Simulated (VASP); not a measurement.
A run of VASP 6.6.1 is set up as follows.

INCAR

```
SYSTEM = Hf2Si
  PREC = Accurate
  ENCUT = 520
  EDIFF = 1E-6
  ISMEAR = 0
  SIGMA = 0.1
  LREAL = .FALSE.
  LASPH = .TRUE.
  NELM = 100
  ALGO = Fast
  ISIF = 2
  LWAVE = .FALSE.
  LCHARG = .FALSE.
  NBANDS = 33
```

Contents of KPOINTS:

```
Automatic mesh
0
G
  10 10 10
  0 0 0
```

Contents of POSCAR:

```
Hf2Si
1.0
   -3.2241849976      3.2241849976      2.5523722774
    3.2241849976     -3.2241849976      2.5523722774
    3.2241849976      3.2241849976     -2.5523722774
Hf Si
4 2
Direct
    0.8434527143      0.6565472857      0.5000000000
    0.3434527143      0.8434527143      0.1869054286
    0.1565472857      0.3434527143      0.5000000000
    0.6565472857      0.1565472857      0.8130945714
    0.7500000000      0.7500000000      0.0000000000
    0.2500000000      0.2500000000      0.0000000000
```

Potentials or basis: VASP PAW LDA potentials, release 64 (Hf_pv, Si).

Command:

```sh
$ cat potpaw_LDA.64/Hf_pv/POTCAR potpaw_LDA.64/Si/POTCAR > POTCAR
$ mpirun -np 1 vasp_std > vasp.out
```

Question: What does it give for the largest force?

Answer: 0.004 eV/Å.

Question: Estimate the band gap on the k mesh.

Answer: Zero (band 24 reaches 6.89 eV, above the bottom of band 25 at 6.05 eV).

Forces on the atoms (eV/Å):
```
Hf   0.003 -0.003  0.000
Hf  -0.003 -0.003  0.000
Hf  -0.003  0.003  0.000
Hf   0.003  0.003  0.000
Si   0.000  0.000  0.000
Si   0.000  0.000  0.000
```

Caveat: spin-orbit coupling is left out, which moves the levels of the heavy elements.
